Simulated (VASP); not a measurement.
Input of a VASP 6.6.1 run:

Contents of INCAR:

```
  ALGO = Normal
  DIPOL = 0.5 0.5 0.500
  EDIFF = 1E-7
  ENCUT = 520
  GGA = CA
  IDIPOL = 3
  ISIF = 2
  ISMEAR = -1
  LASPH = True
  LCHARG = False
  LDIPOL = True
  LREAL = False
  LWAVE = False
  NBANDS = 40
  NELM = 80
  PREC = Accurate
  SIGMA = 0.1
```

The input KPOINTS:

```
k-points
0
Gamma
  8 8 1
```

POSCAR

```
Nb
1.0
    4.5946883331      0.0000000000      0.0000000000
   -2.2973441665      3.9791168189      0.0000000000
    0.0000000000      0.0000000000     16.2777000000
Nb
5
Direct
    0.8333333333      0.1666666667      0.3993178693
    0.1666666667      0.8333333333      0.4473015002
    0.5000000000      0.5000000000      0.4999999836
    0.8333333333      0.1666666667      0.5526984937
    0.1666666667      0.8333333333      0.6006821307
```

Potentials or basis: VASP PAW LDA potentials, release 64 (Nb_sv).

Launch:

```sh
$ cat potpaw_LDA.64/Nb_sv/POTCAR > POTCAR
$ mpirun -np 1 vasp_std > vasp.out
```

Task: Predict the largest force.

Result: 0.014 eV/Å.

Forces in eV/Å, atoms in the order of the input:
```
Nb   0.000  0.000 -0.014
Nb   0.000  0.000 -0.009
Nb   0.000  0.000  0.000
Nb   0.000  0.000  0.009
Nb   0.000  0.000  0.014
```
